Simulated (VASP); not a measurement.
# SiC3 (Pmm2) in VASP: relaxation of cell and atoms with LDA

Aim: the relaxation of cell and atoms of SiC3 with LDA.

Everything below comes from runs of VASP 6.6.1. Logs are shortened: lines on timing, memory, paths and dates and some standing lists are left out, and cuts for length are marked.

## (1) The cell of the first run

The structure is orthorhombic, space group Pmm2 (No. 25). The conventional cell has a = 2.813 Å, b = 4.675 Å, c = 4.872 Å, α = 90.00°, β = 90.00°, γ = 90.00°. Within 2.3 Å of C (site symmetry m) lie 2 Si at 1.73 Å and 2 C at 1.73 to 1.75 Å. C (site symmetry m) has 3 C at 1.73 to 1.75 Å and 1 Si at 1.73 Å within 2.3 Å. C (site symmetry m) has 4 C at 1.73 to 1.75 Å within 2.3 Å. Si (site symmetry m) has 3 C at 1.73 Å and 1 Si at 1.75 Å within 2.3 Å.

## (2) Relaxation of cell and atoms, LDA

INCAR reads:

```
ALGO = Normal
EDIFF = 1E-6
EDIFFG = -0.015
ENCUT = 600
GGA = CA
IBRION = 2
ISIF = 3
ISMEAR = 0
LASPH = T
LCHARG = F
LREAL = F
LWAVE = F
NELM = 60
NSW = 80
PREC = Accurate
SIGMA = 0.01
```

KPOINTS reads:

```
k-points
0
Gamma
  12 8 8
```

POSCAR reads:

```
SiC3
1.0
    1.4064893316     -2.4361109827      0.0000000000
    0.0000000000      0.0000000000     -4.6745327141
    4.2194679949      2.4361109827      0.0000000000
C Si
6 2
Direct
    0.5000000000      0.9371224291      0.1666666667
    0.0000000000      0.9371224291      0.6666666667
    0.5000000000      0.4371224291      0.8333333333
    0.5000000000      0.5628775709      0.1666666667
    0.0000000000      0.5628775709      0.6666666667
    0.5000000000      0.0628775709      0.8333333333
    0.0000000000      0.4371224291      0.3333333333
    0.0000000000      0.0628775709      0.3333333333
```

Potentials or basis: VASP PAW LDA potentials, release 64 (C, Si).

Run with:

```
$ cat potpaw_LDA.64/C/POTCAR potpaw_LDA.64/Si/POTCAR > POTCAR
$ mpirun -np 1 vasp_std > vasp.out
```

OUTCAR:

```text
EDIFF = 1E-6
   EDIFFG = -0.015
   ENCUT = 600
   GGA = CA
   IBRION = 2
   ISIF = 3
   ISMEAR = 0
   LASPH = T
   LREAL = F
   NELM = 60
   NSW = 80
   PREC = Accurate

 ion  position               nearest neighbor table
   1  0.500  0.937  0.167-   8 1.73   8 1.73   6 1.73   4 1.75
   2  0.000  0.937  0.667-   6 1.73   6 1.73   8 1.73   5 1.75
   3  0.500  0.437  0.833-   5 1.73   5 1.73   4 1.73   6 1.75
   4  0.500  0.563  0.167-   7 1.73   7 1.73   3 1.73   1 1.75
   5  0.000  0.563  0.667-   3 1.73   3 1.73   7 1.73   2 1.75
   6  0.500  0.063  0.833-   2 1.73   2 1.73   1 1.73   3 1.75
   7  0.000  0.437  0.333-   4 1.73   4 1.73   5 1.73   8 1.75   8 2.93
   8  0.000  0.063  0.333-   1 1.73   1 1.73   2 1.73   7 1.75   7 2.93

  LATTYP: Found a simple orthorhombic cell.
 ALAT       =     2.8129786633
 B/A-ratio  =     1.6617732566
 C/A-ratio  =     1.7320508076

  Lattice vectors:

 A1 = (   1.4064893316,  -2.4361109827,   0.0000000000)
 A2 = (   0.0000000000,   0.0000000000,  -4.6745327141)
 A3 = (   4.2194679949,   2.4361109827,   0.0000000000)

Analysis of symmetry for initial positions (statically):
=====================================================================
 Subroutine PRICEL returns:
 Original cell was already a primitive cell.

 Routine SETGRP: Setting up the symmetry group for a
 simple orthorhombic supercell.

 Subroutine GETGRP returns: Found  4 space group operations
 (whereof  2 operations were pure point group operations)
 out of a pool of  8 trial point group operations.

The static configuration has the point symmetry C_1h.
 The point group associated with its full space group is C_2v.

Analysis of symmetry for dynamics (positions and initial velocities):
=====================================================================
 Subroutine PRICEL returns:
 Original cell was already a primitive cell.

 Routine SETGRP: Setting up the symmetry group for a
 simple orthorhombic supercell.

 Subroutine GETGRP returns: Found  4 space group operations
 (whereof  2 operations were pure point group operations)
 out of a pool of  8 trial point group operations.

The dynamic configuration has the point symmetry C_1h.
 The point group associated with its full space group is C_2v.

 Subroutine INISYM returns: Found  4 space group operations
 (whereof  2 operations are pure point group operations),
 and found     1 'primitive' translations

----------------------------------------------------------------------------------------

                                     Primitive cell

  volume of cell :      64.0666

  direct lattice vectors                    reciprocal lattice vectors
     1.406489332 -2.436110983  0.000000000     0.177747527 -0.307867747  0.000000000
     0.000000000  0.000000000 -4.674532714     0.000000000  0.000000000 -0.213925126
     4.219467995  2.436110983  0.000000000     0.177747527  0.102622582  0.000000000

  length of vectors
     2.812978663  4.674532714  4.872221965     0.355495053  0.213925126  0.205245165

  position of ions in fractional coordinates (direct lattice)
     0.500000000  0.937122429  0.166666667
     0.000000000  0.937122429  0.666666667
     0.500000000  0.437122429  0.833333333
     0.500000000  0.562877571  0.166666667
     0.000000000  0.562877571  0.666666667
     0.500000000  0.062877571  0.833333333
     0.000000000  0.437122429  0.333333333
     0.000000000  0.062877571  0.333333333

  ion indices of the primitive-cell ions
   primitive index   ion index
                 1           1
                 2           2
                 3           3
                 4           4
                 5           5
                 6           6
                 7           7
                 8           8

----------------------------------------------------------------------------------------

 KPOINTS: k-points

Automatic generation of k-mesh.
 Grid dimensions read from file:
 generate k-points for:   12    8    8

 Generating k-lattice:

  Cartesian coordinates                     Fractional coordinates (reciprocal lattice)
     0.014812294 -0.025655646  0.000000000     0.083333333  0.000000000  0.000000000
     0.000000000  0.000000000 -0.026740641     0.000000000  0.125000000  0.000000000
     0.022218441  0.012827823  0.000000000     0.000000000  0.000000000  0.125000000

  Length of vectors
     0.029624588  0.026740641  0.025655646

  Shift w.r.t. Gamma in fractional coordinates (k-lattice)
     0.000000000  0.000000000  0.000000000

 Subroutine IBZKPT returns following result:
 ===========================================

 Found    175 irreducible k-points:

 Following reciprocal coordinates:
            Coordinates               Weight
  0.000000  0.000000  0.000000      1.000000
  0.083333  0.000000  0.000000      2.000000
  0.166667  0.000000  0.000000      2.000000
  0.250000  0.000000  0.000000      2.000000
  0.333333  0.000000 -0.000000      2.000000
  0.416667  0.000000  0.000000      2.000000
[... 16 lines left out ...]
  0.083333  0.375000  0.000000      4.000000
  0.166667  0.375000  0.000000      4.000000
 [... further k-points ...]
   k-points           NKPTS =    175   k-points in BZ     NKDIM =    175   number of bands    NBANDS=     21
   number of dos      NEDOS =    301   number of ions     NIONS =      8
   total plane-waves  NPLWV =  38400
   dimension x,y,z NGX =    24 NGY =   40 NGZ =   40
   dimension x,y,z NGXF=    48 NGYF=   80 NGZF=   80
   ions per type =               6   2
   NGX,Y,Z   is equivalent  to a cutoff of  14.18, 14.23, 13.65 a.u.
   NGXF,Y,Z  is equivalent  to a cutoff of  28.37, 28.45, 27.30 a.u.
 SYSTEM =  unknown system
   PREC   = accura    normal or accurate (medium, high low for compatibility)
   ISTART =      0    job   : 0-new  1-cont  2-samecut
   ICHARG =      2    charge: 1-file 2-atom 10-const
   ISPIN  =      1    spin polarized calculation?
   LNONCOLLINEAR =      F non collinear calculations
   LSORBIT =      F    spin-orbit coupling
   LASPH  =      T    aspherical Exc in radial PAW
   ENCUT  =  600.0 eV  44.10 Ry    6.64 a.u.   5.62  9.34  9.73*2*pi/ulx,y,z
   NELM   =     60;   NELMIN=  2; NELMDL= -5     # of ELM steps
   EDIFF  = 0.1E-05   stopping-criterion for ELM
   LREAL  =      F    real-space projection
   EDIFFG = -.1E-01   stopping-criterion for IOM
   NSW    =     80    number of steps for IOM
   IBRION =      2    ionic relax: 0-MD 1-quasi-New 2-CG
   NFREE  =      1    steps in history (QN), initial steepest desc. (CG)
   ISIF   =      3    stress and relaxation
   ISYM   =      2    0-nonsym 1-usesym 2-fastsym
   POTIM  = 0.5000    time-step for ionic-motion
   TEBEG  =    0.0;   TEEND  =   0.0 temperature during run
   PSTRESS=    0.0 pullay stress
   NELECT =      32.0000    total number of electrons
   NUPDOWN=      -1.0000    fix difference up-down
   EMIN   =  10.00;   EMAX   =-10.00  energy-range for DOS
   EFERMI =   0.00;   METHOD = LEGACY
   ISMEAR =     0;   SIGMA  =   0.01  broadening in eV -4-tet -1-fermi 0-gaus
   EFERMI_NEDOS =   21; number of points for ismear=-14 and -15
   IALGO  =     38    algorithm
   IMIX   =      4    mixing-type and parameters
     AMIX     =   0.40;   BMIX     =  1.00
     AMIX_MAG =   1.60;   BMIX_MAG =  1.00
  volume/ion in A,a.u.               =       8.01        54.04
  Fermi-wavevector in a.u.,A,eV,Ry     =   1.298916  2.454595 22.955500  1.687182
  Thomas-Fermi vector in A             =   2.430213
   LORBIT       =      0    0 simple, 1 ext, 2 COOP (PROOUT), +10 PAW based schemes
   GGA     = CA    functional components
   LHFCALC =     F    Hartree Fock is set to
   AEXX    =    0.0000 exact exchange contribution
   IVDW    =     0    specifies the selected vdW correction
   LEPSILON=     F    determine dielectric tensor
   LRPA    =     F    only Hartree local field effects (RPA)
 conjugate gradient relaxation of ions
 non-spin polarized calculation
 Gauss-broadening in eV      SIGMA  =   0.01
  energy-cutoff  :      600.00
  volume of cell :       64.07
 maximum number of plane-waves:      2176
 NGX is ok and might be reduce to    24
   NGX = 11   NGY = 19   NGZ = 19

--------------------------------------- Ionic step        1  -------------------------------------------

 number of electron      31.9999999 magnetization

 Free energy of the ion-electron system (eV)
  ---------------------------------------------------
  ext. energy  EPLUGINS =         0.00000000
  ---------------------------------------------------
  free energy    TOTEN  =       -62.27056398 eV

  energy without entropy =      -62.27056398  energy(sigma->0) =      -62.27056398

------------------------ aborting loop because EDIFF is reached ----------------------------------------

  FORCE on cell =-STRESS in cart. coord.  units (eV):
  Direction    XX          YY          ZZ          XY          YZ          ZX
  --------------------------------------------------------------------------------------
  -------------------------------------------------------------------------------------
  Total        3.5577685      4.1351925     22.7076800     -0.5000638      0.0000000      0.0000000
  in kB       88.9726573    103.4128733    567.8735492    -12.5055939      0.0000000      0.0000000
  external PRESSURE =     253.4196933 kB  Pullay stress =       0.0000000 kB
[... 107 lines left out ...]
  FREE ENERGIE OF THE ION-ELECTRON SYSTEM (eV)
  ---------------------------------------------------
  free  energy   TOTEN  =       -64.8994170258 eV

  energy  without entropy=      -64.8994170258  energy(sigma->0) =      -64.89941703

 E-fermi :   9.6726     XC(G=0): -12.0490

 val. band max:        9.5881304387   @ k =   0.0000   0.0000   0.0000
 cond. band min:      10.1825450320   @ k =   0.4167   0.0000   0.5000
 fundamental gap:      0.5944145933
 Fermi energy:         9.6726428639

 k-point     1 :       0.0000    0.0000    0.0000
  band No.  band energies     occupation
      1      -9.6886      2.00000
      2      -5.7187      2.00000
      3      -5.6735      2.00000
      4      -3.4059      2.00000
      5      -1.9994      2.00000
      6      -1.1949      2.00000
[... 565 lines left out ...]
     20      13.3986      0.00000
     21      13.8727      0.00000

 [... further k-points ...]

[... ionic steps 4 to 16 ...]

--------------------------------------- Ionic step       17  -------------------------------------------

 number of electron      32.0000002 magnetization

------------------------ aborting loop because EDIFF is reached ----------------------------------------

  FORCE on cell =-STRESS in cart. coord.  units (eV):
  Direction    XX          YY          ZZ          XY          YZ          ZX
  --------------------------------------------------------------------------------------
  -------------------------------------------------------------------------------------
  Total        0.0122170     -0.0085515      0.0103609      0.0179860      0.0000000      0.0000000
  in kB        0.3034716     -0.2124199      0.2573660      0.4467751      0.0000000      0.0000000
  external PRESSURE =       0.1161392 kB  Pullay stress =       0.0000000 kB
[... 69 lines left out ...]
  energy  without entropy=      -67.4667927858  energy(sigma->0) =      -67.46682035

--------------------------------------- Ionic step       19  -------------------------------------------

 number of electron      32.0000002 magnetization

 Free energy of the ion-electron system (eV)
  ---------------------------------------------------
  ext. energy  EPLUGINS =         0.00000000
  ---------------------------------------------------
  free energy    TOTEN  =       -67.46688821 eV

  energy without entropy =      -67.46685473  energy(sigma->0) =      -67.46687147

 E-fermi :  10.5877     XC(G=0): -12.2826

 val. band max:       10.5875788840   @ k =   0.4167   0.1250   0.5000
 cond. band min:      10.6045285478   @ k =   0.0000   0.1250   0.1250
 fundamental gap:      0.0169496637
 Fermi energy:        10.5876761483

 k-point     1 :       0.0000    0.0000    0.0000
  band No.  band energies     occupation
      1      -9.5644      2.00000
      2      -5.5432      2.00000
      3      -5.3305      2.00000
      4      -3.1767      2.00000
      5      -1.8529      2.00000
      6      -0.9109      2.00000
[... 602 lines left out ...]
  FREE ENERGIE OF THE ION-ELECTRON SYSTEM (eV)
  ---------------------------------------------------
  free  energy   TOTEN  =       -67.4668882076 eV

  energy  without entropy=      -67.4668547331  energy(sigma->0) =      -67.46687147

 reached required accuracy - stopping structural energy minimisation
```

It took 42 min on 1 thread of Oxide Virtual Turin-like, shared host; peak memory 0.3 GiB.

What came out:

```yaml
Free_energy: -67.4669 eV
Relaxed_volume: 8.06 Å³/atom
Relaxed_cell: a = 2.756 Å, b = 4.737 Å, c = 4.942 Å, α = 90.00°, β = 90.00°, γ = 90.00°
Space_group_after_relaxing_to_0.1_Å: Pmm2 (No. 25)
Pressure_after_relaxing: 0.0 GPa
Largest_force_after_relaxing: 0.012 eV/Å
Band_gap_on_the_k_mesh: zero (bands 16 and 17 overlap by 0.29 eV)
```

Forces in eV/Å, atoms in the order of the input:
```
C   -0.006 -0.003 -0.006
C   -0.005 -0.003 -0.007
C    0.001  0.001 -0.005
C   -0.006 -0.003  0.006
C   -0.005 -0.003  0.007
C    0.001  0.001  0.005
Si   0.010  0.006 -0.005
Si   0.010  0.006  0.005
```

Final structure:
```xyz
8
Lattice="1.3779 -2.3866 0.0000 0.0000 0.0000 -4.7366 4.2795 2.4708 0.0000" Properties=species:S:1:pos:R:3 pbc="T T T"
C     1.2104   -0.8923   -4.3350
C     4.3847   -0.6506   -4.3896
C     4.2893    0.8854   -2.1125
C     1.2104   -0.8923   -2.7699
C     4.3847   -0.6506   -2.7153
C     4.2893    0.8854   -0.2558
Si    1.4304    0.8259   -2.2448
Si    1.4304    0.8259   -0.1235
```

Levels at points of the mesh, in eV from the Fermi level:
```
           k point  band 13  band 14  band 15  band 16  band 17  band 18  band 19  band 20
(0.00, 0.00, 0.00)    -3.14    -2.02    -1.59     0.15     1.26     1.82     1.85     3.28
(0.50, 0.00, 0.00)    -5.80    -5.73    -5.11    -3.93     0.61     1.92     3.27     3.64
(0.00, 0.50, 0.00)    -3.63    -2.90    -2.10    -0.34     1.33     1.52     2.05     3.18
(0.50, 0.50, 0.00)    -6.19    -5.97    -5.58    -1.66     1.37     1.74     3.35     3.86
(0.00, 0.00, 0.50)    -3.68    -3.42    -3.11    -0.22     1.53     2.03     2.62     3.76
(0.50, 0.00, 0.50)    -5.83    -4.68    -4.58    -2.69    -0.14     0.35     2.41     3.37
(0.00, 0.50, 0.50)    -5.35    -3.59    -3.42    -0.84     2.32     2.60     3.18     3.22
(0.50, 0.50, 0.50)    -5.46    -4.99    -3.62    -2.29     0.14     0.78     1.07     1.81
```

Caveat: semilocal functionals underestimate gaps, and a narrow one can read as zero.
